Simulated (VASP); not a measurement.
# KI (I4mm) in VASP: further runs, part 2 of 2

VASP 6.6.1.

### Step 5. Single point, r2SCAN

The input, POSCAR:

```
KI
1.0
    0.0000000000      3.5245500000      3.5245500000
    3.5245500000      0.0000000000      3.5245500000
    3.5245500000      3.5245500000      0.0000000000
K I
1 1
Direct
    0.0000000000      0.0000000000      0.0000000000
    0.4893603439      0.4893603439      0.5106396561
```

The input, INCAR.step1:

```
ALGO = Normal
EDIFF = 1E-4
ENCUT = 520
GGA = PE
ISMEAR = 0
LASPH = T
LCHARG = F
LREAL = F
LWAVE = T
NBANDS = 15
NELM = 100
PREC = Accurate
SIGMA = 0.05
```

The input, INCAR.step2:

```
ALGO = Normal
EDIFF = 1E-6
ENCUT = 520
ISIF = 2
ISMEAR = 0
ISTART = 1
LASPH = T
LCHARG = F
LMIXTAU = T
LREAL = F
LWAVE = F
METAGGA = R2SCAN
NBANDS = 15
NELM = 100
PREC = Accurate
SIGMA = 0.05
```

The input, KPOINTS:

```
k-points
0
Gamma
  6 6 6
```

On the command line:

```bash
cat potpaw_PBE.64/K_sv/POTCAR potpaw_PBE.64/I/POTCAR > POTCAR
cp INCAR.step1 INCAR
mpirun -np 1 vasp_std > vasp.out
cp INCAR.step2 INCAR
mpirun -np 1 vasp_std > vasp.out
```

Run time: 5 min. Hardware: 1 thread of Intel Xeon 8259CL, shared host; peak memory 0.27 GiB.

It converged, with:

```
Free energy            : -33.9795 eV
Pressure               : 0.3 GPa
Largest force          : 0.094 eV/Å
Band gap on the k mesh : 4.63 eV
```

Forces in eV/Å, atoms in the order of the input:
```
K    0.000  0.000 -0.094
I    0.000  0.000  0.094
```

Stress tensor (GPa, compression positive):
```
0.23 0.00 0.00
0.00 0.23 0.00
0.00 0.00 0.33
```

Levels at points of the mesh, in eV from the valence-band top:
```tsv
k point	band 6	band 7	band 8	band 9	band 10	band 11
(0.00, 0.00, 0.00)	0.00	0.00	0.00	4.63	7.05	7.05
(0.50, 0.00, 0.00)	-1.33	-0.34	-0.34	6.03	8.34	8.78
(0.50, 0.50, 0.00)	-1.03	-0.38	-0.38	5.36	6.51	8.85
(0.00, 0.50, 0.50)	-1.03	-0.38	-0.38	5.37	6.51	8.84
```

Caveat: the cell differs from its parent crystal (all I atoms moved +0.075 Å, as atom 2 towards its neighbour atom 1 (K) at 3.525 Å); the PAW data sets were made with another functional, which shifts forces and pressure a little; spin-orbit coupling is left out, which moves the levels of the heavy elements.

### Step 6. Single point, r2SCAN

Changes to POSCAR since step 5:

```diff
@@ -9,2 +9,2 @@
     0.0000000000      0.0000000000      0.0000000000
-    0.4893603439      0.4893603439      0.5106396561
+    0.4964534480      0.4964534480      0.5035465520
```

The input, INCAR.step1:

```
PREC = Accurate
ENCUT = 520
ISMEAR = 0
SIGMA = 0.05
LREAL = False
LASPH = True
NELM = 100
NBANDS = 15
GGA = PE
ALGO = Normal
EDIFF = 1E-4
LWAVE = True
LCHARG = False
```

The input, INCAR.step2:

```
PREC = Accurate
ENCUT = 520
EDIFF = 1E-6
ISMEAR = 0
SIGMA = 0.05
LREAL = False
LASPH = True
NELM = 100
ALGO = Normal
ISIF = 2
LWAVE = False
LCHARG = True
METAGGA = R2SCAN
LMIXTAU = True
LELF = True
LVHAR = True
NBANDS = 15
ISTART = 1
```

The input, KPOINTS:

```
regular mesh
0
Gamma
  6 6 6
```

Potentials or basis: VASP PAW PBE potentials, release 64 (K_sv, I).

On the command line:

```bash
cat potpaw_PBE.64/K_sv/POTCAR potpaw_PBE.64/I/POTCAR > POTCAR
cp INCAR.step1 INCAR
mpirun -np 1 vasp_std > vasp.out
cp INCAR.step2 INCAR
mpirun -np 1 vasp_std > vasp.out
```

OUTCAR:

```text
PREC = Accurate
   ENCUT = 520
   EDIFF = 1E-6
   ISMEAR = 0
   LREAL = False
   LASPH = True
   NELM = 100
   ISIF = 2
   METAGGA = R2SCAN
   ISTART = 1

 ion  position               nearest neighbor table
   1  0.000  0.000  0.000-   2 3.50   2 3.52   2 3.52   2 3.52   2 3.52   2 3.55
   2  0.496  0.496  0.504-   1 3.50   1 3.52   1 3.52   1 3.52   1 3.52   1 3.55

  LATTYP: Found a face centered cubic cell.
 ALAT       =     7.0491000000

  Lattice vectors:

 A1 = (   0.0000000000,   3.5245500000,   3.5245500000)
 A2 = (   3.5245500000,   0.0000000000,   3.5245500000)
[... 611 lines left out ...]
     12       8.4159      0.00000
     13       8.4779      0.00000
     14       8.8250      0.00000
     15      10.1055      0.00000

 [... further k-points ...]
[... 5 lines left out ...]
  --------------------------------------------------------------------------------------
  -------------------------------------------------------------------------------------
  Total        0.1300615      0.1300615      0.1356646      0.0000000     -0.0000000      0.0000000
  in kB        2.3796783      2.3796783      2.4821954      0.0000000     -0.0000000      0.0000000
  external PRESSURE =       2.4138507 kB  Pullay stress =       0.0000000 kB

 VOLUME and BASIS-vectors are now :
 -----------------------------------------------------------------------------
  energy-cutoff  :      520.00
  volume of cell :       87.57
      direct lattice vectors                 reciprocal lattice vectors
     0.000000000  3.524550000  3.524550000    -0.141862082  0.141862082  0.141862082
     3.524550000  0.000000000  3.524550000     0.141862082 -0.141862082  0.141862082
     3.524550000  3.524550000  0.000000000     0.141862082  0.141862082 -0.141862082

 POSITION                                       TOTAL-FORCE (eV/Angst)
 -----------------------------------------------------------------------------------
      0.00000      0.00000      0.00000         0.000000      0.000000     -0.030841
      3.52455      3.52455      3.49955         0.000000      0.000000      0.030841
 -----------------------------------------------------------------------------------
    total drift:                               -0.000000     -0.000000     -0.000927

  FREE ENERGIE OF THE ION-ELECTRON SYSTEM (eV)
  ---------------------------------------------------
  free  energy   TOTEN  =       -33.9825596565 eV

  energy  without entropy=      -33.9825596565  energy(sigma->0) =      -33.98255966
```

Run time: 4.9 min. Hardware: 1 thread of Intel Xeon 8259CL, shared host; peak memory 0.27 GiB.

What came out:

| Item | Value |
| --- | --- |
| Free energy | -33.9826 eV |
| Pressure | 0.2 GPa |
| Largest force | 0.031 eV/Å |
| Band gap on the k mesh | 4.63 eV |

Forces in eV/Å, atoms in the order of the input:
```
K    0.000  0.000 -0.031
I    0.000  0.000  0.031
```

Caveat: the cell differs from its parent crystal (all I atoms moved +0.025 Å, as atom 2 towards its neighbour atom 1 (K) at 3.525 Å); the PAW data sets were made with another functional, which shifts forces and pressure a little; spin-orbit coupling is left out, which moves the levels of the heavy elements.

### Step 7. Overview

```csv
cell,gap on the mesh (eV),pressure (GPa),largest force (eV/Å)
"as given, atomic positions A",4.63,0.3,0.13
"as given, atomic positions B",4.63,0.2,0.06
"as given, atomic positions C",4.63,0.3,0.16
"as given, atomic positions D",4.63,0.3,0.09
"as given, atomic positions E",4.63,0.2,0.03
```

Alike in all rows: task single point; level r2SCAN; potentials or basis VASP PAW PBE potentials, release 64 (K_sv, I); no spin polarisation; k mesh 6 × 6 × 6; cutoff (eV) 520; smearing gaussian 0.05 eV.

Caveats: the PAW data sets were made with another functional, which shifts forces and pressure a little; spin-orbit coupling is left out, which moves the levels of the heavy elements.

Total energies depend on the potentials used, so only differences within one code and one set of settings carry meaning.
